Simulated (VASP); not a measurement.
A run of VASP 6.6.1:

File INCAR:

```
PREC = Accurate
ENCUT = 520
EDIFF = 1E-7
ISMEAR = 0
SIGMA = 0.02
LREAL = Auto
LASPH = True
NELM = 100
ALGO = Normal
ISIF = 2
LWAVE = False
LCHARG = True
GGA = PE
IVDW = 12
LELF = True
LVHAR = True
NBANDS = 66
NELECT = 96.0
```

The input KPOINTS:

```
Automatic mesh
0
Gamma
  2 2 2
  0.5 0.5 0.5
```

POSCAR

```
B12HN12
1.0
   -3.7615274009     -3.3394822066     -4.3376638254
    3.7615274009     -3.3394822066      4.3376638254
   -3.7615274009      3.3394822066      4.3376638254
B N H
12 12 1
Direct
    0.1680172169      0.7515097707      0.9163857821
    1.0075786221      0.0062650213     -0.0011831752
    0.3329498274      0.5028507569      0.8231815622
    0.8339264797      0.2494939996      0.0839218164
    0.6801691892      0.5033111988      0.1699678760
    0.1655765416      0.2493775397      0.4156544893
    0.5063895909      0.7635338237      0.2572388752
    0.3324261037     -0.0000687573      0.3345708633
    0.9958256800      0.4950217818      0.4992542162
    0.8352961417      0.7515915152      0.5835836137
    0.6653463823     -0.0001750825      0.6676016168
    0.5004892161      0.2501055947      0.7497162315
    0.1670502112      0.0840625469      0.2490208170
    0.9973084189      0.3303105264      0.3331024920
    0.3327181971      0.8332768018      0.1671203849
    0.8317315086      0.5811121183      0.4163846568
    0.6662066417      0.8332331288      0.5006531941
    0.1644927623      0.5808178374      0.7494450730
    0.4987069192      0.0823880982      0.5837831587
    0.3328991051      0.3329522923      0.6659954317
    1.0050785559      0.8373557968      0.8323717767
    0.8349310672      0.0838386434      0.9171320316
    0.6674148039      0.3333163674      1.0001574296
    0.5443940298      0.6279369524      0.0835112865
    0.7008627334      0.7857831300      0.0838819886
```

Potentials or basis: VASP PAW PBE potentials, release 64 (B, N, H).

Command:

```sh
$ cat potpaw_PBE.64/B/POTCAR potpaw_PBE.64/N/POTCAR potpaw_PBE.64/H/POTCAR > POTCAR
$ mpirun -np 1 vasp_std > vasp.out
```

Hardware: 1 thread of Intel(R) Xeon(R) Platinum 8375C CPU @ 2.90GHz (Ice Lake), with other jobs on the host.

Q: Estimate the wall time of this run.

A: It took 2.3 min on 1 thread of Intel(R) Xeon(R) Platinum 8375C CPU @ 2.90GHz (Ice Lake), with other jobs on the host, peak memory 0.35 GiB. Counts: scf iterations 16, k points 4.
